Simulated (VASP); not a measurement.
# Ga8HN8 (a cell with a defect): single point with PBE

The system is Ga8HN8 (a cell with a defect).

```xyz
17
Lattice="6.3600 0.0000 0.0000 -3.1800 5.5079 0.0000 0.0000 0.0000 5.1660" Properties=species:S:1:pos:R:3 pbc="T T T"
Ga    0.0000    1.7525    0.0291
Ga    1.5874    0.9165    2.5321
Ga   -1.6623    4.6317    0.0291
Ga    0.0000    3.6719    2.7010
Ga    3.1800    1.8360   -0.0832
Ga    4.7726    0.9165    2.5321
Ga    1.6623    4.6317    0.0291
Ga    3.1800    3.6750    2.5321
N     0.0000    1.8890    1.9969
N     1.6317    0.9421    4.4446
N    -1.5441    4.5634    1.9969
N     0.0000    3.6719    4.6359
N     3.1800    1.8360    1.8581
N     4.7283    0.9421    4.4446
N     1.5441    4.5634    1.9969
N     3.1800    3.6238    4.4446
H     0.0000    0.0000    0.6878
```

```yaml
Program: VASP 6.6.1
Task: single point
Functional: PBE
Potentials_or_basis: VASP PAW PBE potentials, release 64 (Ga_d, N, H)
Cutoff: 520 eV
k_mesh: 3 × 3 × 2
Occupations: gaussian, width 0.02 eV
Spin: no spin polarisation
Dipole_correction: no
Charge: -1
Further_INCAR_settings: ALGO = Normal; EDIFF = 1e-06; NBANDS = 86; NELECT = 146.0
```

```
Largest force : 0.050 eV/Å
```

Forces in eV/Å, atoms in the order of the input:
```
Ga   0.000 -0.008 -0.012
Ga   0.027  0.016  0.017
Ga  -0.007  0.004 -0.012
Ga   0.000  0.000 -0.005
Ga   0.000  0.000  0.001
Ga  -0.027  0.016  0.017
Ga   0.007  0.004 -0.012
Ga   0.000 -0.032  0.017
N    0.000 -0.003  0.009
N    0.018  0.011  0.005
N   -0.003  0.001  0.009
N    0.000  0.000 -0.050
N    0.000  0.000 -0.011
N   -0.018  0.011  0.005
N    0.003  0.001  0.009
N    0.000 -0.021  0.005
H    0.000  0.000  0.011
```

Levels at points of the mesh, in eV from the Fermi level:
| k point | band 71 | band 72 | band 73 | band 74 | band 75 | band 76 |
| --- | --- | --- | --- | --- | --- | --- |
| (0.00, 0.00, 0.00) | -1.53 | -1.53 | -1.27 | 1.12 | 2.57 | 3.35 |
| (0.00, 0.00, 0.50) | -1.96 | -1.96 | -1.49 | 2.48 | 2.48 | 2.51 |

Run time: 2.2 min on 1 thread of Intel(R) Xeon(R) Platinum 8259CL CPU @ 2.50GHz (Skylake/Cascade Lake), with other jobs on the host, peak memory 0.32 GiB.

Caveat: the k points lie up to 0.61 Å⁻¹ apart; the cell carries a net charge on a neutralising background, which shifts energy and pressure; the cell is charged against a uniform background, so pressure and absolute levels hang on convention.
